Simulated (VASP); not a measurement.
# TiAl3 (Immm) in VASP: notebook

TiAl3 is run at these levels: LDA; tasks: single point.

Program: VASP 6.6.1. These are calculated values, not measurements. Logs are shortened: lines on timing, memory, paths and dates and some standing lists are left out, and cuts for length are marked.

## 1. The cell of the first run

Symmetry: Immm, No. 71, orthorhombic system. Conventional cell: a = 3.640 Å, b = 3.917 Å, c = 8.484 Å, α = 90.00°, β = 90.00°, γ = 90.00°. Within 3.5 Å of Ti (site symmetry mmm) lie 12 Al at 2.67 to 2.89 Å. Within 3.5 Å of Al (site symmetry mmm) lie 4 Ti at 2.67 Å and 8 Al at 2.79 to 2.89 Å. Al (site symmetry mm2) has 8 Al at 2.67 to 2.89 Å and 4 Ti at 2.79 to 2.89 Å within 3.5 Å.

## 2. Single point, LDA (normal strain along x -0.0367, normal strain along y +0.0367)

File INCAR:

```
SYSTEM = TiAl3
PREC     = Accurate       ! precision mode
ENCUT    = 520            ! plane-wave cutoff, eV
EDIFF    = 1E-7           ! SCF threshold, eV
ISMEAR   = 0              ! smearing method
SIGMA    = 0.15           ! smearing width, eV
LREAL    = .False.        ! projectors in reciprocal space
LASPH    = .True.         ! aspherical terms in the spheres
NELM     = 100            ! most SCF steps
ALGO     = Fast           ! electronic algorithm
ISIF     = 2              ! what is computed and relaxed
LWAVE    = .False.        ! write WAVECAR
LCHARG   = .False.        ! write CHGCAR
GGA      = CA             ! functional
NBANDS   = 18             ! bands
```

File KPOINTS:

```
regular mesh
0
Gamma
  14 14 14
  0 0 0
```

File POSCAR:

```
TiAl3
1.0
   -1.8200019252      1.9586795348      4.2417642881
    1.8200019252     -1.9586795348      4.2417642881
    1.8200019252      1.9586795348     -4.2417642881
Ti Al
1 3
Direct
    0.0000000000      0.0000000000      0.0000000000
    0.5000000000      0.5000000000      0.0000000000
    0.7500000000      0.2500000000      0.5000000000
    0.2500000000      0.7500000000      0.5000000000
```

Potentials or basis: VASP PAW LDA potentials, release 64 (Ti_sv, Al).

Started as:

```
cat potpaw_LDA.64/Ti_sv/POTCAR potpaw_LDA.64/Al/POTCAR > POTCAR
mpirun -np 1 vasp_std > vasp.out
```

OUTCAR:

```text
SYSTEM = TiAl3
   PREC = Accurate
   ENCUT = 520
   EDIFF = 1E-7
   ISMEAR = 0
   LREAL = .False.
   LASPH = .True.
   NELM = 100
   ISIF = 2
   GGA = CA

 ion  position               nearest neighbor table
   1  0.000  0.000  0.000-   2 2.67   2 2.67   2 2.67   2 2.67   4 2.79   3 2.79   3 2.79   4 2.79
                             3 2.89   3 2.89   4 2.89   4 2.89
   2  0.500  0.500  0.000-   1 2.67   1 2.67   1 2.67   1 2.67   3 2.79   4 2.79   4 2.79   3 2.79
                             3 2.89   4 2.89   3 2.89   4 2.89
   3  0.750  0.250  0.500-   4 2.67   4 2.67   4 2.67   4 2.67   1 2.79   2 2.79   2 2.79   1 2.79
                             1 2.89   2 2.89   1 2.89   2 2.89
   4  0.250  0.750  0.500-   3 2.67   3 2.67   3 2.67   3 2.67   2 2.79   1 2.79   1 2.79   2 2.79
                             1 2.89   1 2.89   2 2.89   2 2.89

  LATTYP: Found a body centered orthorhombic cell.
 ALAT       =     3.6400038504
 B/A-ratio  =     1.0761964082
 C/A-ratio  =     2.3306372534

  Lattice vectors:

 A1 = (  -1.8200019252,   1.9586795348,   4.2417642881)
 A2 = (   1.8200019252,  -1.9586795348,   4.2417642881)
 A3 = (   1.8200019252,   1.9586795348,  -4.2417642881)

Analysis of symmetry for initial positions (statically):
=====================================================================
 Subroutine PRICEL returns:
 Original cell was already a primitive cell.

 Routine SETGRP: Setting up the symmetry group for a
 body centered orthorhombic supercell.

 Subroutine GETGRP returns: Found  8 space group operations
 (whereof  8 operations were pure point group operations)
 out of a pool of  8 trial point group operations.

The static configuration has the point symmetry D_2h.

Analysis of symmetry for dynamics (positions and initial velocities):
=====================================================================
 Subroutine PRICEL returns:
 Original cell was already a primitive cell.

 Routine SETGRP: Setting up the symmetry group for a
 body centered orthorhombic supercell.

 Subroutine GETGRP returns: Found  8 space group operations
 (whereof  8 operations were pure point group operations)
 out of a pool of  8 trial point group operations.

The dynamic configuration has the point symmetry D_2h.

 Subroutine INISYM returns: Found  8 space group operations
 (whereof  8 operations are pure point group operations),
 and found     1 'primitive' translations

----------------------------------------------------------------------------------------

                                     Primitive cell

  volume of cell :      60.4842

  direct lattice vectors                    reciprocal lattice vectors
    -1.820001925  1.958679535  4.241764288     0.000000000  0.255274021  0.117875480
     1.820001925 -1.958679535  4.241764288     0.274724984  0.000000000  0.117875480
     1.820001925  1.958679535 -4.241764288     0.274724984  0.255274021  0.000000000

  length of vectors
     5.014119744  5.014119744  5.014119744     0.281175131  0.298945556  0.375018190

  position of ions in fractional coordinates (direct lattice)
     0.000000000  0.000000000  0.000000000
     0.500000000  0.500000000  0.000000000
     0.750000000  0.250000000  0.500000000
     0.250000000  0.750000000  0.500000000

  ion indices of the primitive-cell ions
   primitive index   ion index
                 1           1
                 2           2
                 3           3
                 4           4

----------------------------------------------------------------------------------------

 KPOINTS: regular mesh

Automatic generation of k-mesh.
 Grid dimensions read from file:
 generate k-points for:   14   14   14

 Generating k-lattice:

  Cartesian coordinates                     Fractional coordinates (reciprocal lattice)
     0.000000000  0.018233859  0.008419677     0.071428571  0.000000000 -0.000000000
     0.019623213  0.000000000  0.008419677     0.000000000  0.071428571  0.000000000
     0.019623213  0.018233859  0.000000000    -0.000000000  0.000000000  0.071428571

  Length of vectors
     0.020083938  0.021353254  0.026787014

  Shift w.r.t. Gamma in fractional coordinates (k-lattice)
     0.000000000  0.000000000  0.000000000

 Subroutine IBZKPT returns following result:
 ===========================================

 Found    428 irreducible k-points:

 Following reciprocal coordinates:
            Coordinates               Weight
  0.000000  0.000000  0.000000      1.000000
  0.071429  0.000000  0.000000      4.000000
  0.142857 -0.000000  0.000000      4.000000
  0.214286 -0.000000  0.000000      4.000000
  0.285714  0.000000  0.000000      4.000000
  0.357143 -0.000000  0.000000      4.000000
[... 16 lines left out ...]
 -0.000000  0.142857  0.000000      4.000000
  0.071429  0.142857  0.000000      8.000000
 [... further k-points ...]
   k-points           NKPTS =    428   k-points in BZ     NKDIM =    428   number of bands    NBANDS=     18
   number of dos      NEDOS =    301   number of ions     NIONS =      4
   total plane-waves  NPLWV =  64000
   dimension x,y,z NGX =    40 NGY =   40 NGZ =   40
   dimension x,y,z NGXF=    80 NGYF=   80 NGZF=   80
   ions per type =               1   3
   NGX,Y,Z   is equivalent  to a cutoff of  13.26, 13.26, 13.26 a.u.
   NGXF,Y,Z  is equivalent  to a cutoff of  26.52, 26.52, 26.52 a.u.
 SYSTEM =  TiAl3
   PREC   = accura    normal or accurate (medium, high low for compatibility)
   ISTART =      0    job   : 0-new  1-cont  2-samecut
   ICHARG =      2    charge: 1-file 2-atom 10-const
   ISPIN  =      1    spin polarized calculation?
   LNONCOLLINEAR =      F non collinear calculations
   LSORBIT =      F    spin-orbit coupling
   LASPH  =      T    aspherical Exc in radial PAW
   ENCUT  =  520.0 eV  38.22 Ry    6.18 a.u.   9.32  9.32  9.32*2*pi/ulx,y,z
   NELM   =    100;   NELMIN=  2; NELMDL= -5     # of ELM steps
   EDIFF  = 0.1E-06   stopping-criterion for ELM
   LREAL  =      F    real-space projection
   EDIFFG = 0.1E-05   stopping-criterion for IOM
   NSW    =      0    number of steps for IOM
   IBRION =     -1    ionic relax: 0-MD 1-quasi-New 2-CG
   NFREE  =      0    steps in history (QN), initial steepest desc. (CG)
   ISIF   =      2    stress and relaxation
   ISYM   =      2    0-nonsym 1-usesym 2-fastsym
   POTIM  = 0.5000    time-step for ionic-motion
   TEBEG  =    0.0;   TEEND  =   0.0 temperature during run
   PSTRESS=    0.0 pullay stress
   NELECT =      21.0000    total number of electrons
   NUPDOWN=      -1.0000    fix difference up-down
   EMIN   =  10.00;   EMAX   =-10.00  energy-range for DOS
   EFERMI =   0.00;   METHOD = LEGACY
   ISMEAR =     0;   SIGMA  =   0.15  broadening in eV -4-tet -1-fermi 0-gaus
   EFERMI_NEDOS =   21; number of points for ismear=-14 and -15
   IALGO  =     68    algorithm
   IMIX   =      4    mixing-type and parameters
     AMIX     =   0.40;   BMIX     =  1.00
     AMIX_MAG =   1.60;   BMIX_MAG =  1.00
  volume/ion in A,a.u.               =      15.12       102.04
  Fermi-wavevector in a.u.,A,eV,Ry     =   1.150626  2.174367 18.013286  1.323939
  Thomas-Fermi vector in A             =   2.287288
   LORBIT       =      0    0 simple, 1 ext, 2 COOP (PROOUT), +10 PAW based schemes
   GGA     = CA    functional components
   LHFCALC =     F    Hartree Fock is set to
   AEXX    =    0.0000 exact exchange contribution
   IVDW    =     0    specifies the selected vdW correction
   LEPSILON=     F    determine dielectric tensor
   LRPA    =     F    only Hartree local field effects (RPA)
 non-spin polarized calculation
 RMM-DIIS sequential band-by-band and
 Gauss-broadening in eV      SIGMA  =   0.15
  energy-cutoff  :      520.00
  volume of cell :       60.48
 maximum number of plane-waves:      1646
 NGX is ok and might be reduce to    40
   NGX = 19   NGY = 19   NGZ = 19

 number of electron      21.0000000 magnetization

 Free energy of the ion-electron system (eV)
  ---------------------------------------------------
  ext. energy  EPLUGINS =         0.00000000
  ---------------------------------------------------
  free energy    TOTEN  =       -22.74456894 eV

  energy without entropy =      -22.72602348  energy(sigma->0) =      -22.73529621

 E-fermi :   8.4939     XC(G=0): -11.1227

 val. band max:        8.4891523211   @ k =   0.3571   0.2143   0.0000
 cond. band min:       8.4946355111   @ k =  -0.3571  -0.3571   0.0714
 fundamental gap:      0.0054831900
 Fermi energy:         8.4939449177

 k-point     1 :       0.0000    0.0000    0.0000
  band No.  band energies     occupation
      1     -47.1542      2.00000
      2     -23.9015      2.00000
      3     -23.8340      2.00000
      4     -23.7883      2.00000
      5      -1.7763      2.00000
      6       5.5352      2.00000
[... 10 lines left out ...]
     17      12.4379      0.00000
     18      12.6681      0.00000

 k-point     2 :       0.0714    0.0000    0.0000
  band No.  band energies     occupation
      1     -47.1542      2.00000
      2     -23.9027      2.00000
      3     -23.8340      2.00000
      4     -23.7883      2.00000
      5      -1.7147      2.00000
      6       5.2200      2.00000
[... 10 lines left out ...]
     17      12.6137      0.00000
     18      12.6961      0.00000

 k-point     3 :       0.1429   -0.0000    0.0000
  band No.  band energies     occupation
      1     -47.1540      2.00000
      2     -23.9061      2.00000
      3     -23.8338      2.00000
      4     -23.7882      2.00000
      5      -1.5309      2.00000
      6       4.7696      2.00000
[... 10 lines left out ...]
     17      12.8246      0.00000
     18      13.2320      0.00000

 k-point     4 :       0.2143   -0.0000    0.0000
  band No.  band energies     occupation
      1     -47.1538      2.00000
      2     -23.9110      2.00000
      3     -23.8336      2.00000
      4     -23.7881      2.00000
      5      -1.2280      2.00000
      6       4.2112      2.00000
[... 10 lines left out ...]
     17      13.1589      0.00000
     18      14.0474      0.00000

 k-point     5 :       0.2857    0.0000    0.0000
  band No.  band energies     occupation
      1     -47.1536      2.00000
      2     -23.9164      2.00000
      3     -23.8333      2.00000
      4     -23.7880      2.00000
      5      -0.8111      2.00000
      6       3.4928      2.00000
[... 10 lines left out ...]
     17      13.6338      0.00000
     18      14.4553      0.00000

 k-point     6 :       0.3571   -0.0000    0.0000
  band No.  band energies     occupation
      1     -47.1533      2.00000
      2     -23.9212      2.00000
      3     -23.8330      2.00000
      4     -23.7880      2.00000
      5      -0.2884      2.00000
      6       2.6835      2.00000
[... 307 lines left out ...]
 k-point    21 :      -0.1429    0.0714   -0.0000
  band No.  band energies     occupation
      1     -47.1539      2.00000
      2     -23.9059      2.00000
      3     -23.8362      2.00000
      4     -23.7879      2.00000
      5      -1.5043      2.00000
      6       5.1532      2.00000
[... 10 lines left out ...]
     17      12.9890      0.00000
     18      13.4935      0.00000

 k-point    22 :      -0.0714    0.0714    0.0000
  band No.  band energies     occupation
      1     -47.1540      2.00000
      2     -23.9025      2.00000
      3     -23.8364      2.00000
      4     -23.7880      2.00000
      5      -1.6665      2.00000
      6       5.6249      2.00000
[... 10 lines left out ...]
     17      12.4656      0.00000
     18      13.2818      0.00000

 k-point    23 :      -0.0000    0.1429    0.0000
  band No.  band energies     occupation
      1     -47.1537      2.00000
      2     -23.9008      2.00000
      3     -23.8433      2.00000
      4     -23.7877      2.00000
      5      -1.4987      2.00000
      6       4.9093      2.00000
[... 10 lines left out ...]
     17      12.5354      0.00000
     18      14.2427      0.00000

 k-point    24 :       0.0714    0.1429    0.0000
  band No.  band energies     occupation
      1     -47.1536      2.00000
      2     -23.9020      2.00000
      3     -23.8432      2.00000
      4     -23.7878      2.00000
      5      -1.3959      2.00000
      6       4.5233      2.00000
[... 10 lines left out ...]
     17      12.8197      0.00000
     18      14.2091      0.00000

 [... further k-points ...]
[... 5 lines left out ...]
  --------------------------------------------------------------------------------------
  -------------------------------------------------------------------------------------
  Total        1.6661253     -1.5220258      0.3384694      0.0000000      0.0000000      0.0000000
  in kB       44.1343251    -40.3172436      8.9657821      0.0000000      0.0000000      0.0000000
  external PRESSURE =       4.2609546 kB  Pullay stress =       0.0000000 kB

 VOLUME and BASIS-vectors are now :
 -----------------------------------------------------------------------------
  energy-cutoff  :      520.00
  volume of cell :       60.48
      direct lattice vectors                 reciprocal lattice vectors
    -1.820001925  1.958679535  4.241764288     0.000000000  0.255274021  0.117875480
     1.820001925 -1.958679535  4.241764288     0.274724984  0.000000000  0.117875480
     1.820001925  1.958679535 -4.241764288     0.274724984  0.255274021  0.000000000

 POSITION                                       TOTAL-FORCE (eV/Angst)
 -----------------------------------------------------------------------------------
      0.00000      0.00000      0.00000         0.000000      0.000000      0.000000
      0.00000      0.00000      4.24176         0.000000      0.000000      0.000000
     -0.00000      1.95868      2.12088         0.000000     -0.000000      0.054519
      1.82000      0.00000      2.12088        -0.000000      0.000000     -0.054519
 -----------------------------------------------------------------------------------
    total drift:                               -0.000000     -0.000000      0.000000

  FREE ENERGIE OF THE ION-ELECTRON SYSTEM (eV)
  ---------------------------------------------------
  free  energy   TOTEN  =       -22.7445689413 eV

  energy  without entropy=      -22.7260234762  energy(sigma->0) =      -22.73529621
```

It took 20 min on 1 thread of Intel Xeon 6975P-C (Granite Rapids), shared host; peak memory 0.54 GiB.

Results:

```yaml
Free_energy: -22.7446 eV
Pressure: 0.4 GPa
Largest_force: 0.055 eV/Å
Band_gap_on_the_k_mesh: zero (an odd number of electrons rules out a gap without spin polarisation)
```

Forces in eV/Å, atoms in the order of the input:
```
Ti   0.000  0.000  0.000
Al   0.000  0.000  0.000
Al   0.000  0.000  0.055
Al   0.000  0.000 -0.055
```

Stress tensor (GPa, compression positive):
```
 4.41  0.00  0.00
 0.00 -4.03  0.00
 0.00  0.00  0.90
```

Caveat: the cell differs from its parent crystal (normal strain along x -0.0367, normal strain along y +0.0367).

[end of part 1 of 2]
